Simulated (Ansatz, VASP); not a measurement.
## SrO in VASP and in Ansatz

Contents of INCAR:

```
SYSTEM = SrO
PREC     = Accurate       ! precision mode
ENCUT    = 520            ! plane-wave cutoff, eV
EDIFF    = 1E-7           ! SCF threshold, eV
ISMEAR   = -1             ! smearing method
SIGMA    = 0.05           ! smearing width, eV
LREAL    = .FALSE.        ! projectors in reciprocal space
LASPH    = .TRUE.         ! aspherical terms in the spheres
NELM     = 150            ! most SCF steps
ALGO     = Normal         ! electronic algorithm
ISIF     = 2              ! what is computed and relaxed
LWAVE    = .FALSE.        ! write WAVECAR
LCHARG   = .FALSE.        ! write CHGCAR
MAGMOM   = 0 0 0 0 0 0    ! initial moments
LORBIT   = 11             ! projections on sites
LSORBIT  = .TRUE.         ! spin-orbit coupling
GGA_COMPAT= .FALSE.      
LORBMOM  = .TRUE.       
NBANDS   = 28             ! bands
```

The input KPOINTS:

```
Automatic mesh
0
G
  7 7 7
  0 0 0
```

POSCAR

```
SrO
1.0
    0.0000000000      2.5663000000      2.5663000000
    2.5663000000      0.0000000000      2.5663000000
    2.5663000000      2.5663000000      0.0000000000
Sr O
1 1
Direct
    0.5000000000      0.5000000000      0.5000000000
    0.0000000000      0.0000000000      0.0000000000
```

File input.yaml:

```yaml
crystal:
  lattice:
    - [0.0, 2.5663, 2.5663]
    - [2.5663, 0.0, 2.5663]
    - [2.5663, 2.5663, 0.0]
  atoms:
    - { symbol: Sr, position: [0.5, 0.5, 0.5] }
    - { symbol: O, position: [0.0, 0.0, 0.0] }
kpoints:
  mp_grid: { grid: [7, 7, 7] }
  band_path:
    path:
      - [0.0, 0.0, 0.0]
      - [0.5, 0.0, 0.5]
      - [0.5, 0.25, 0.75]
      - [0.375, 0.375, 0.75]
      - [0.0, 0.0, 0.0]
      - [0.5, 0.5, 0.5]
      - [0.625, 0.25, 0.625]
      - [0.5, 0.25, 0.75]
    npoints: 8
scf:
  occupations: { method: fermi_dirac, width: 0.05 }
hamiltonian:
  xc: lda
  pseudopotentials: { kind: all_electron, lapw: { basis_error: 0.001 } }
magnetization:
  noncollinear: true
  spin_orbit: true
output:
  forces: true
  stress: true
  eigenvalues: true
```

Alike in both runs: functional LDA; k mesh 7 × 7 × 7; occupations fermi-dirac, width 0.05 eV; non-collinear spin, spin-orbit coupling.

```csv
,VASP,Ansatz
version,VASP 6.6.1,Ansatz 0.2.0
potentials or method,"VASP PAW LDA potentials, release 64 (Sr_sv, O), cutoff 520 eV","all-electron LAPW, relativistic spinors"
task,single point,band structure
```

Ansatz gave:

| Quantity | Value |
| --- | --- |
| pressure (GPa) | -3.8 |
| net moment per atom (μB) | 0.00 |

Problem. Estimate VASP's values.

Solution. Pressure (GPa): -3.1; net moment per atom (μB): 0.00.

LDA's correlation is that of Perdew and Zunger in VASP and of Perdew and Wang (1992) in Ansatz. Ansatz ran all-electron here, and VASP with PAW potentials.
